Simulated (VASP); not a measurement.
# CuSi16 (a cell with a defect) in VASP: further runs, part 2 of 2

VASP 6.6.1. Earlier steps stand in the parts before.

### 5 Single point, PBE

INCAR

```
SYSTEM = CuSi16
PREC     = Accurate       ! precision mode
ENCUT    = 520            ! plane-wave cutoff, eV
EDIFF    = 1E-7           ! SCF threshold, eV
ISMEAR   = 0              ! smearing method
SIGMA    = 0.05           ! smearing width, eV
LREAL    = Auto         
LASPH    = .True.         ! aspherical terms in the spheres
NELM     = 80             ! most SCF steps
ALGO     = Normal         ! electronic algorithm
ISIF     = 2              ! what is computed and relaxed
LWAVE    = .False.        ! write WAVECAR
LCHARG   = .False.        ! write CHGCAR
GGA      = PE             ! functional
NELECT   = 74.0         
NBANDS   = 52             ! bands
```

KPOINTS

```
Automatic mesh
0
Gamma
  2 2 2
  0 0 0
```

POSCAR

```
CuSi16
1.0
    0.0000000000      5.4300000000      5.4300000000
    5.4300000000      0.0000000000      5.4300000000
    5.4300000000      5.4300000000      0.0000000000
Si Cu
16 1
Direct
   -0.0111081952     -0.0147905157      0.0350741252
    0.1282618785      0.1261274401      0.1286837937
    0.0070307551      0.0024101289      0.5026375691
    0.1020509208      0.1148172192      0.6632724678
    0.0050189687      0.4987353591     -0.0081200737
    0.1282837937      0.6113992634      0.1285858195
    0.0068526703      0.4827802947      0.5024957643
    0.1361830571      0.6195799263      0.6193718232
    0.5024285451      0.0013578269     -0.0065228361
    0.6119625230      0.1246691529      0.1331186924
    0.4732773481      0.0068373849      0.5074325967
    0.6175509208      0.1325181400      0.6214658379
    0.5024577348      0.4971319521     -0.0066730203
    0.6310742173      0.6288397790      0.1055777164
    0.5101116022      0.5037237569      0.4766307551
    0.6174192449      0.6230674954      0.6212709945
    0.8395565378      0.8476167587      0.4600289134
```

Run with:

```console
cat potpaw_PBE.64/Si/POTCAR potpaw_PBE.64/Cu/POTCAR > POTCAR
mpirun -np 1 vasp_std > vasp.out
```

Wall time 3.7 min (1 thread of Intel Xeon 6975P-C (Granite Rapids), shared host); peak memory 0.49 GiB.

It converged, with:

| Property | Result |
| --- | --- |
| Free energy | -94.2228 eV |
| Largest force | 0.020 eV/Å |

Forces on the atoms (eV/Å):
```
Si  -0.007 -0.005  0.009
Si  -0.001 -0.002 -0.005
Si   0.010  0.013  0.012
Si  -0.003 -0.003  0.000
Si  -0.001  0.004  0.001
Si   0.004 -0.004  0.001
Si  -0.009  0.014 -0.009
Si   0.002  0.000 -0.001
Si   0.005 -0.002  0.002
Si  -0.002  0.002  0.003
Si   0.011 -0.008 -0.011
Si   0.000 -0.001 -0.003
Si  -0.001 -0.002 -0.004
Si  -0.003 -0.001  0.002
Si   0.003  0.003 -0.003
Si   0.000  0.004  0.000
Cu  -0.009 -0.010  0.007
```

Levels at points of the mesh, in eV from the Fermi level:
| k point | band 35 | band 36 | band 37 | band 38 | band 39 | band 40 |
| --- | --- | --- | --- | --- | --- | --- |
| (0.00, 0.00, 0.00) | -0.63 | -0.19 | -0.07 | 0.07 | 0.40 | 0.59 |
| (0.50, 0.00, 0.00) | -0.88 | -0.88 | -0.80 | 0.50 | 1.15 | 1.24 |
| (0.00, 0.50, 0.00) | -0.90 | -0.85 | -0.74 | 0.55 | 1.12 | 1.25 |
| (0.00, 0.00, 0.50) | -0.89 | -0.65 | -0.52 | 0.52 | 1.00 | 1.34 |
| (0.50, 0.50, 0.50) | -0.90 | -0.85 | -0.75 | 0.55 | 1.12 | 1.25 |
| (0.50, 0.50, 0.00) | -1.46 | -1.43 | -1.09 | 0.66 | 0.99 | 1.94 |
| (0.00, 0.50, 0.50) | -1.46 | -1.43 | -1.08 | 0.66 | 0.99 | 1.94 |
| (0.50, 0.00, 0.50) | -1.50 | -1.42 | -1.12 | 0.67 | 0.98 | 1.95 |

Caveat: the k points lie up to 0.50 Å⁻¹ apart; the cell carries a net charge on a neutralising background, which shifts energy and pressure; the cell is charged against a uniform background, so pressure and absolute levels hang on convention.

### 6 Single point, PBE

INCAR

```
PREC = Accurate
ENCUT = 520
EDIFF = 1E-7
ISMEAR = 0
SIGMA = 0.05
LREAL = Auto
LASPH = T
NELM = 60
ALGO = Normal
ISIF = 2
LWAVE = F
LCHARG = T
GGA = PE
LELF = T
LVHAR = T
NELECT = 74.0
NBANDS = 52
```

KPOINTS

```
regular mesh
0
Gamma
  2 2 2
```

POSCAR

```
CuSi16
1.0
    0.0000000000      5.4300000000      5.4300000000
    5.4300000000      0.0000000000      5.4300000000
    5.4300000000      5.4300000000      0.0000000000
Si Cu
16 1
Direct
   -0.0070089319     -0.0045441068      0.0157396869
    0.1215859116      0.1274625230      0.1276074586
    0.0070348066      0.0011460405      0.4996294659
    0.1137428177      0.1206037753      0.6446428177
    0.0122999079      0.4999032228     -0.0123446593
    0.1216142726      0.6229455801      0.1277277164
    0.0071232044      0.4918484346      0.4997895028
    0.1518281768      0.6172764273      0.6132839779
    0.4958131676      0.0130674954     -0.0073713628
    0.6190215470      0.1257005525      0.1293316759
    0.4878518416      0.0051251381      0.5018914365
    0.6170195212      0.1417729282      0.6187033149
    0.4958500000      0.4982643646     -0.0073378453
    0.6351680479      0.6393177716      0.0859879374
    0.5231995396      0.5096282689      0.4577179558
    0.6172195212      0.6223637201      0.6187668508
    0.7853471455      0.7768602210      0.6610771639
```

Potentials or basis: VASP PAW PBE potentials, release 64 (Si, Cu).

Run with:

```console
cat potpaw_PBE.64/Si/POTCAR potpaw_PBE.64/Cu/POTCAR > POTCAR
mpirun -np 1 vasp_std > vasp.out
```

Run time: 3.4 min. Hardware: 1 thread of Intel Xeon 6975P-C (Granite Rapids), shared host; peak memory 0.5 GiB.

It converged, with:

| Quantity | Value |
| --- | --- |
| Free energy | -94.2229 eV |
| Largest force | 0.014 eV/Å |

Forces in eV/Å, atoms in the order of the input:
```
Si   0.000 -0.007  0.000
Si   0.000  0.004  0.004
Si   0.005 -0.004 -0.001
Si  -0.007  0.000  0.008
Si   0.002 -0.007 -0.002
Si  -0.004  0.004  0.000
Si  -0.002 -0.005 -0.007
Si  -0.005  0.007  0.011
Si   0.001 -0.002 -0.002
Si   0.000  0.002  0.000
Si   0.002 -0.006 -0.004
Si  -0.001  0.001  0.012
Si   0.003 -0.002 -0.001
Si   0.003  0.013 -0.002
Si   0.006 -0.003 -0.008
Si  -0.010 -0.002  0.002
Cu   0.007  0.007 -0.010
```

Levels at points of the mesh, in eV from the Fermi level:
```
           k point  band 34  band 35  band 36  band 37  band 38  band 39  band 40  band 41
(0.00, 0.00, 0.00)    -1.02    -0.64    -0.19    -0.08     0.08     0.40     0.59     0.61
(0.50, 0.00, 0.00)    -0.94    -0.89    -0.88    -0.80     0.50     1.15     1.24     1.31
(0.00, 0.50, 0.00)    -0.94    -0.91    -0.85    -0.75     0.55     1.12     1.25     1.31
(0.00, 0.00, 0.50)    -0.91    -0.89    -0.65    -0.52     0.52     1.00     1.34     1.37
(0.50, 0.50, 0.50)    -0.94    -0.91    -0.85    -0.74     0.55     1.12     1.25     1.31
(0.50, 0.50, 0.00)    -1.54    -1.46    -1.43    -1.08     0.65     0.99     1.94     2.06
(0.00, 0.50, 0.50)    -1.54    -1.46    -1.43    -1.09     0.65     0.99     1.94     2.06
(0.50, 0.00, 0.50)    -1.51    -1.50    -1.42    -1.12     0.67     0.98     1.95     2.05
```

Caveat: the k points lie up to 0.50 Å⁻¹ apart; the cell carries a net charge on a neutralising background, which shifts energy and pressure; the cell is charged against a uniform background, so pressure and absolute levels hang on convention.
